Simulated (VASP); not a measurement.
# In4Sb (Im-3m) in VASP: single point with PBE

Aim: the single point of In4Sb with PBE.

All numbers are computed with VASP 6.6.1; they aren't measurements. Logs are shortened: lines on timing, memory, paths and dates and some standing lists are left out, and cuts for length are marked.

## 1. The cell of the first run

The structure is cubic, space group Im-3m (No. 229). Conventional cell: a = 7.090 Å, b = 7.090 Å, c = 7.090 Å, α = 90.00°, β = 90.00°, γ = 90.00°. Within 4.0 Å of In (site symmetry -3m) lie 2 Sb at 3.07 Å and 6 In at 3.55 Å. Sb (site symmetry m-3m) has 8 In at 3.07 Å within 4.0 Å.

## 2. Single point, PBE

POSCAR reads:

```
In4Sb
1.0
   -3.5451017609      3.5451017609      3.5451017609
    3.5451017609     -3.5451017609      3.5451017609
    3.5451017609      3.5451017609     -3.5451017609
In Sb
4 1
Direct
    0.5000000000      0.5000000000      0.5000000000
    0.5000000000      0.0000000000      0.0000000000
    0.0000000000      0.0000000000      0.5000000000
    0.0000000000      0.5000000000      0.0000000000
    0.0000000000      0.0000000000      0.0000000000
```

INCAR.step1 reads:

```
SYSTEM = In4Sb
ALGO = Fast
EDIFF = 1E-6
ENCUT = 520
GGA = PE
ISIF = 2
ISMEAR = 0
LASPH = .TRUE.
LCHARG = .TRUE.
LREAL = .FALSE.
LWAVE = .FALSE.
NBANDS = 36
NELM = 60
PREC = Accurate
SIGMA = 0.1
```

KPOINTS.step1 reads:

```
k-points
0
G
  8 8 8
  0 0 0
```

INCAR.step2 reads:

```
SYSTEM = In4Sb
ALGO = Fast
EDIFF = 1E-6
ENCUT = 520
GGA = PE
ICHARG = 11
ISIF = 2
ISMEAR = -5
LASPH = .TRUE.
LCHARG = .FALSE.
LORBIT = 11
LREAL = .FALSE.
LWAVE = .FALSE.
NEDOS = 2001
NELM = 60
PREC = Accurate
SIGMA = 0.1
```

KPOINTS.step2 reads:

```
k-points
0
G
  12 12 12
  0 0 0
```

Potentials or basis: VASP PAW PBE potentials, release 64 (In_d, Sb).

The run is started by

```bash
$ cat potpaw_PBE.64/In_d/POTCAR potpaw_PBE.64/Sb/POTCAR > POTCAR
$ cp INCAR.step1 INCAR
$ cp KPOINTS.step1 KPOINTS
$ mpirun -np 1 vasp_std > vasp.out
$ cp INCAR.step2 INCAR
$ cp KPOINTS.step2 KPOINTS
$ mpirun -np 1 vasp_std > vasp.out
```

OUTCAR:

```text
SYSTEM = In4Sb
   EDIFF = 1E-6
   ENCUT = 520
   GGA = PE
   ICHARG = 11
   ISIF = 2
   ISMEAR = -5
   LASPH = .TRUE.
   LORBIT = 11
   LREAL = .FALSE.
   NELM = 60
   PREC = Accurate

 ion  position               nearest neighbor table
   1  0.500  0.500  0.500-   5 3.07   5 3.07   4 3.55   2 3.55   2 3.55   4 3.55   3 3.55   3 3.55

   2  0.500  0.000  0.000-   5 3.07   5 3.07   4 3.55   1 3.55   1 3.55   3 3.55   3 3.55   4 3.55

   3  0.000  0.000  0.500-   5 3.07   5 3.07   4 3.55   1 3.55   2 3.55   4 3.55   2 3.55   1 3.55

   4  0.000  0.500  0.000-   5 3.07   5 3.07   3 3.55   1 3.55   2 3.55   3 3.55   1 3.55   2 3.55

   5  0.000  0.000  0.000-   1 3.07   2 3.07   3 3.07   4 3.07   3 3.07   4 3.07   2 3.07   1 3.07

  LATTYP: Found a body centered cubic cell.
 ALAT       =     7.0902035218

  Lattice vectors:

 A1 = (  -3.5451017609,   3.5451017609,   3.5451017609)
 A2 = (   3.5451017609,  -3.5451017609,   3.5451017609)
 A3 = (   3.5451017609,   3.5451017609,  -3.5451017609)

Analysis of symmetry for initial positions (statically):
=====================================================================
 Subroutine PRICEL returns:
 Original cell was already a primitive cell.

 Routine SETGRP: Setting up the symmetry group for a
 body centered cubic supercell.

 Subroutine GETGRP returns: Found 48 space group operations
 (whereof 48 operations were pure point group operations)
 out of a pool of 48 trial point group operations.

The static configuration has the point symmetry O_h .

Analysis of symmetry for dynamics (positions and initial velocities):
=====================================================================
 Subroutine PRICEL returns:
 Original cell was already a primitive cell.

 Routine SETGRP: Setting up the symmetry group for a
 body centered cubic supercell.

 Subroutine GETGRP returns: Found 48 space group operations
 (whereof 48 operations were pure point group operations)
 out of a pool of 48 trial point group operations.

The dynamic configuration has the point symmetry O_h .

 Subroutine INISYM returns: Found 48 space group operations
 (whereof 48 operations are pure point group operations),
 and found     1 'primitive' translations

----------------------------------------------------------------------------------------

                                     Primitive cell

  volume of cell :     178.2158

  direct lattice vectors                    reciprocal lattice vectors
    -3.545101761  3.545101761  3.545101761     0.000000000  0.141039675  0.141039675
     3.545101761 -3.545101761  3.545101761     0.141039675  0.000000000  0.141039675
     3.545101761  3.545101761 -3.545101761     0.141039675  0.141039675  0.000000000

  length of vectors
     6.140296368  6.140296368  6.140296368     0.199460221  0.199460221  0.199460221

  position of ions in fractional coordinates (direct lattice)
     0.500000000  0.500000000  0.500000000
     0.500000000  0.000000000  0.000000000
     0.000000000  0.000000000  0.500000000
     0.000000000  0.500000000  0.000000000
     0.000000000  0.000000000  0.000000000

  ion indices of the primitive-cell ions
   primitive index   ion index
                 1           1
                 2           2
                 3           3
                 4           4
                 5           5

----------------------------------------------------------------------------------------

 KPOINTS: k-points

Automatic generation of k-mesh.
 Grid dimensions read from file:
 generate k-points for:   12   12   12

 Generating k-lattice:

  Cartesian coordinates                     Fractional coordinates (reciprocal lattice)
     0.000000000  0.011753306  0.011753306     0.083333333  0.000000000  0.000000000
     0.011753306  0.000000000  0.011753306     0.000000000  0.083333333  0.000000000
     0.011753306  0.011753306  0.000000000     0.000000000  0.000000000  0.083333333

  Length of vectors
     0.016621685  0.016621685  0.016621685

  Shift w.r.t. Gamma in fractional coordinates (k-lattice)
     0.000000000  0.000000000  0.000000000

 TETIRR: Found   1910 inequivalent tetrahedra from    10368

 Subroutine IBZKPT returns following result:
 ===========================================

 Found     72 irreducible k-points:

 Following reciprocal coordinates:
            Coordinates               Weight
  0.000000  0.000000  0.000000      1.000000
  0.083333  0.000000  0.000000     12.000000
  0.166667  0.000000  0.000000     12.000000
  0.250000  0.000000  0.000000     12.000000
  0.333333  0.000000  0.000000     12.000000
  0.416667  0.000000  0.000000     12.000000
[... 16 lines left out ...]
  0.333333  0.083333  0.083333     24.000000
  0.416667  0.083333  0.083333     12.000000
 [... further k-points ...]
   k-points           NKPTS =     72   k-points in BZ     NKDIM =     72   number of bands    NBANDS=     34
   number of dos      NEDOS =   2001   number of ions     NIONS =      5
   total plane-waves  NPLWV = 110592
   dimension x,y,z NGX =    48 NGY =   48 NGZ =   48
   dimension x,y,z NGXF=    96 NGYF=   96 NGZF=   96
   ions per type =               4   1
   NGX,Y,Z   is equivalent  to a cutoff of  13.00, 13.00, 13.00 a.u.
   NGXF,Y,Z  is equivalent  to a cutoff of  25.99, 25.99, 25.99 a.u.
 SYSTEM =  In4Sb
   PREC   = accura    normal or accurate (medium, high low for compatibility)
   ISTART =      0    job   : 0-new  1-cont  2-samecut
   ICHARG =     11    charge: 1-file 2-atom 10-const
   ISPIN  =      1    spin polarized calculation?
   LNONCOLLINEAR =      F non collinear calculations
   LSORBIT =      F    spin-orbit coupling
   LASPH  =      T    aspherical Exc in radial PAW
   ENCUT  =  520.0 eV  38.22 Ry    6.18 a.u.  11.42 11.42 11.42*2*pi/ulx,y,z
   NELM   =     60;   NELMIN=  2; NELMDL=  0     # of ELM steps
   EDIFF  = 0.1E-05   stopping-criterion for ELM
   LREAL  =      F    real-space projection
[... 7 lines left out ...]
   TEBEG  =    0.0;   TEEND  =   0.0 temperature during run
   PSTRESS=    0.0 pullay stress
   NELECT =      57.0000    total number of electrons
   NUPDOWN=      -1.0000    fix difference up-down
   EMIN   =  10.00;   EMAX   =-10.00  energy-range for DOS
   EFERMI =   0.00;   METHOD = LEGACY
   ISMEAR =    -5;   SIGMA  =   0.10  broadening in eV -4-tet -1-fermi 0-gaus
   EFERMI_NEDOS =   21; number of points for ismear=-14 and -15
   IALGO  =     68    algorithm
   IMIX   =      4    mixing-type and parameters
     AMIX     =   0.40;   BMIX     =  1.00
     AMIX_MAG =   1.60;   BMIX_MAG =  1.00
  volume/ion in A,a.u.               =      35.64       240.53
  Fermi-wavevector in a.u.,A,eV,Ry     =   1.119570  2.115680 17.054032  1.253436
  Thomas-Fermi vector in A             =   2.256210
   LORBIT       =     11    0 simple, 1 ext, 2 COOP (PROOUT), +10 PAW based schemes
   GGA     = PE    functional components
   LHFCALC =     F    Hartree Fock is set to
   AEXX    =    0.0000 exact exchange contribution
   IVDW    =     0    specifies the selected vdW correction
   LEPSILON=     F    determine dielectric tensor
   LRPA    =     F    only Hartree local field effects (RPA)
 non-spin polarized calculation
 RMM-DIIS sequential band-by-band and
 Fermi weights with tetrahedron method with Bloechl corrections
  energy-cutoff  :      520.00
  volume of cell :      178.22
 maximum number of plane-waves:      4874
 NGX is ok and might be reduce to    48

 number of electron      56.9999976 magnetization

 Free energy of the ion-electron system (eV)
  ---------------------------------------------------
  ext. energy  EPLUGINS =         0.00000000
  ---------------------------------------------------
  free energy    TOTEN  =       -12.98888259 eV

  energy without entropy =      -12.98888259  energy(sigma->0) =      -12.98888259

 E-fermi :   4.7370     XC(G=0):  -8.6896

 val. band max:        4.7992980424   @ k =   0.2500   0.0833   0.0833
 cond. band min:       4.6433052141   @ k =   0.2500   0.0000   0.0000
 fundamental gap:     -0.1559928283
 Fermi energy:         4.7370230594

 k-point     1 :       0.0000    0.0000    0.0000
  band No.  band energies     occupation
      1     -10.0352      2.00000
      2      -9.9534      2.00000
      3      -9.9534      2.00000
      4      -9.8780      2.00000
      5      -9.8780      2.00000
      6      -9.8604      2.00000
[... 26 lines left out ...]
     33       7.8443      0.00000
     34       8.4076      0.00000

 k-point     2 :       0.0833    0.0000    0.0000
  band No.  band energies     occupation
      1     -10.0298      2.00000
      2      -9.9517      2.00000
      3      -9.9490      2.00000
      4      -9.8765      2.00000
      5      -9.8757      2.00000
      6      -9.8619      2.00000
[... 26 lines left out ...]
     33       8.0019      0.00000
     34       8.1682      0.00000

 k-point     3 :       0.1667    0.0000    0.0000
  band No.  band energies     occupation
      1     -10.0145      2.00000
      2      -9.9466      2.00000
      3      -9.9358      2.00000
      4      -9.8721      2.00000
      5      -9.8692      2.00000
      6      -9.8662      2.00000
[... 26 lines left out ...]
     33       7.6562      0.00000
     34       8.2480      0.00000
[... 704 lines left out ...]
 k-point    23 :       0.3333    0.0833    0.0833
  band No.  band energies     occupation
      1      -9.9294      2.00000
      2      -9.9046      2.00000
      3      -9.8817      2.00000
      4      -9.8562      2.00000
      5      -9.8540      2.00000
      6      -9.8398      2.00000
[... 26 lines left out ...]
     33       6.7649      0.00000
     34       7.0534      0.00000

 k-point    24 :       0.4167    0.0833    0.0833
  band No.  band energies     occupation
      1      -9.9146      2.00000
      2      -9.8951      2.00000
      3      -9.8915      2.00000
      4      -9.8670      2.00000
      5      -9.8337      2.00000
      6      -9.8310      2.00000
[... 26 lines left out ...]
     33       7.4816      0.00000
     34       7.6312      0.00000

 [... further k-points ...]
[... 5 lines left out ...]
  --------------------------------------------------------------------------------------
  -------------------------------------------------------------------------------------
  Total       -0.3441239     -0.3441239     -0.3441239     -0.0000000      0.0000000     -0.0000000
  in kB       -3.0937080     -3.0937080     -3.0937080     -0.0000000      0.0000000     -0.0000000
  external PRESSURE =      -3.0937080 kB  Pullay stress =       0.0000000 kB

 VOLUME and BASIS-vectors are now :
 -----------------------------------------------------------------------------
  energy-cutoff  :      520.00
  volume of cell :      178.22
      direct lattice vectors                 reciprocal lattice vectors
    -3.545101761  3.545101761  3.545101761     0.000000000  0.141039675  0.141039675
     3.545101761 -3.545101761  3.545101761     0.141039675  0.000000000  0.141039675
     3.545101761  3.545101761 -3.545101761     0.141039675  0.141039675  0.000000000

 POSITION                                       TOTAL-FORCE (eV/Angst)
 -----------------------------------------------------------------------------------
      1.77255      1.77255      1.77255         0.000000      0.000000      0.000000
     -1.77255      1.77255      1.77255         0.000000      0.000000     -0.000000
      1.77255      1.77255     -1.77255        -0.000000      0.000000      0.000000
      1.77255     -1.77255      1.77255        -0.000000     -0.000000      0.000000
      0.00000      0.00000      0.00000        -0.000000      0.000000     -0.000000
 -----------------------------------------------------------------------------------
    total drift:                                0.000000      0.000000     -0.000000

  FREE ENERGIE OF THE ION-ELECTRON SYSTEM (eV)
  ---------------------------------------------------
  free  energy   TOTEN  =       -12.9888825910 eV

  energy  without entropy=      -12.9888825910  energy(sigma->0) =      -12.98888259

 total charge

# of ion       s       p       d       tot
------------------------------------------
    1        1.030   0.418   9.841  11.289
    2        1.030   0.418   9.841  11.289
    3        1.030   0.418   9.841  11.289
    4        1.030   0.418   9.841  11.289
    5        1.217   1.141   0.044   2.403
--------------------------------------------------
tot          5.336   2.815  39.407  47.558
```

Wall time 15 min (1 thread of Intel Xeon Platinum 8259CL at 2.50GHz (Skylake/Cascade Lake), shared host); peak memory 0.54 GiB.

What came out:

```
Valence electrons inside the program's atomic spheres : In 11.29; Sb 2.40
```

Caveat: spin-orbit coupling is left out, which moves the levels of the heavy elements.
